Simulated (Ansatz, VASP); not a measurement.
## Two plane-wave programs on Si2O

```
CELL_PARAMETERS angstrom
2.63652 0.00000 0.13940
0.00000 5.84232 0.00000
-0.27090 0.00000 5.12290
ATOMIC_POSITIONS crystal
Si 0.50000 0.26244 0.50000
Si 0.50000 0.73756 0.50000
Si 0.50000 0.28373 0.00000
Si 0.50000 0.71627 0.00000
O 0.00000 0.00000 0.50000
O 0.50000 0.00000 0.00000
```

Alike in both runs: functional PBE; k mesh 6 × 4 × 4; occupations gaussian, width 0.1 eV; no spin polarisation.

Ansatz relaxed the structure, and its values are those at the end. VASP's run is a single point on that final structure, the one shown.

|  | VASP | Ansatz |
| --- | --- | --- |
| version | VASP 6.6.1 | Ansatz 0.2.0 |
| potentials or method | VASP PAW PBE potentials, release 64 (Si, O), cutoff 520 eV | scalar-relativistic, plane waves, PAW |
| valence electrons in the cell | 28 | 28 |

```csv
,VASP,Ansatz,Ansatz less VASP
gap on the k mesh at the Fermi level (eV),none,none,-
pressure (GPa),0.0,0.0,-0.04
rms of the force components (eV/Å),0.011,0.002,-0.0091
```

A gap of «none» marks a metal or a gap that the smearing closes. With one functional, cell and mesh, what is left measures potentials, basis and numerics.

The k mesh is coarse, so the values compare programs but aren't converged.
